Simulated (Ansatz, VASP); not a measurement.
**Two plane-wave programs on Ni**

```
Ni
1.0
     3.87122    0.00000    0.00000
    -1.93561    3.35258    0.00000
     0.00000    0.00000    4.54349
Ni
4
Direct
  0.00000 0.00000 0.25416
  0.00000 0.00000 0.74584
  0.33333 0.66667 0.00000
  0.66667 0.33333 0.00000
```

Alike in both runs: functional PBE; k mesh 15 × 15 × 10; occupations gaussian, width 0.1 eV; collinear spin.

Ansatz relaxed the structure, and its values are those at the end. VASP's run is a single point on that final structure, the one shown.

|  | VASP | Ansatz |
| --- | --- | --- |
| version | VASP 6.6.1 | Ansatz 0.2.0 |
| potentials or method | VASP PAW PBE potentials, release 64 (Ni), cutoff 520 eV | scalar-relativistic, plane waves, PAW |
| valence electrons in the cell | 40 | 72 |

Ansatz gave:

- gap on the k mesh at the Fermi level (eV): none
- pressure (GPa): 0.0
- rms of the force components (eV/Å): 0.000
- net moment per atom (μB): 0.69
- size of the moment on the site where the two differ most (μB): 0.75

Question: Estimate VASP's values.

Answer: gap on the k mesh at the Fermi level (eV): none; pressure (GPa): 0.1; rms of the force components (eV/Å): 0.009; net moment per atom (μB): 0.68; size of the moment on the site where the two differ most (μB): 0.70.

Site moments also hang on the region over which each program counts them. A gap of «none» marks a metal or a gap that the smearing closes. The functional is the same, so the differences come from potentials, cutoffs and numerics. VASP's potentials hold 40 valence electrons a cell and Ansatz's 72, so a difference there can come from the potentials and not from the codes.
